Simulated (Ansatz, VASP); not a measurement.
Ag in VASP and in Ansatz

```xyz
1
Lattice="-1.6557 1.6557 1.6557 1.6557 -1.6557 1.6557 1.6557 1.6557 -1.6557" Properties=species:S:1:pos:R:3 pbc="T T T"
Ag    0.0000    0.0000    0.0000
```

Alike in both runs: task single point; functional PBE; k mesh 11 × 11 × 11; occupations gaussian, width 0.013 eV; no spin polarisation.

```csv
,VASP,Ansatz
version,VASP 6.6.1,Ansatz 0.2.0
potentials or method,"VASP PAW PBE potentials, release 64 (Ag)",Ansatz PAW
plane-wave cutoff (eV),500,420
valence electrons in the cell,11,19
```

VASP gave:

```
gap on the k mesh at the Fermi level (eV) : none
pressure (GPa)                            : -0.9
```

Question: Which values does Ansatz return?

Answer: gap on the k mesh at the Fermi level (eV): none; pressure (GPa): -0.8.

A gap of «none» marks a metal or a gap that the smearing closes. With one functional, cell and mesh, what is left measures potentials, basis and numerics. VASP's potentials hold 11 valence electrons a cell and Ansatz's 19, so a difference there can come from the potentials and not from the codes.
